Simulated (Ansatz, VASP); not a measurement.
# One calculation of CuO, two programs

```
Cu O
1.0
     0.00000    2.15807    2.15807
     2.15807    0.00000    2.15807
     2.15807    2.15807    0.00000
Cu O
1 1
Direct
  0.02950 0.02810 0.90803
  0.47050 0.47190 0.59197
```

Alike in both runs: task single point; functional PBEsol; k mesh 11 × 11 × 11; occupations fermi-dirac, width 0.05 eV; no spin polarisation.

|  | VASP | Ansatz |
| --- | --- | --- |
| version | VASP 6.6.1 | Ansatz 0.2.0 |
| potentials or method | VASP PAW PBE potentials, release 64 (Cu, O) | Ansatz PAW |
| plane-wave cutoff (eV) | 520 | 420 |
| valence electrons in the cell | 17 | 25 |

|  | VASP | Ansatz | Ansatz less VASP |
| --- | --- | --- | --- |
| gap on the k mesh at the Fermi level (eV) | none | none | - |
| pressure (GPa) | -1.5 | -2.1 | -0.59 |
| traceless stress, the component that is largest in VASP (GPa) | -2.07 | -1.87 | +0.209 |
| rms of the force components (eV/Å) | 0.271 | 0.230 | -0.0410 |

VASP's potentials were made for PBE, not for PBEsol. Atom by atom the forces differ by 0.042 eV/Å (rms over components). A gap of «none» marks a metal or a gap that the smearing closes. VASP's potentials hold 17 valence electrons a cell and Ansatz's 25, so a difference there can come from the potentials and not from the codes.
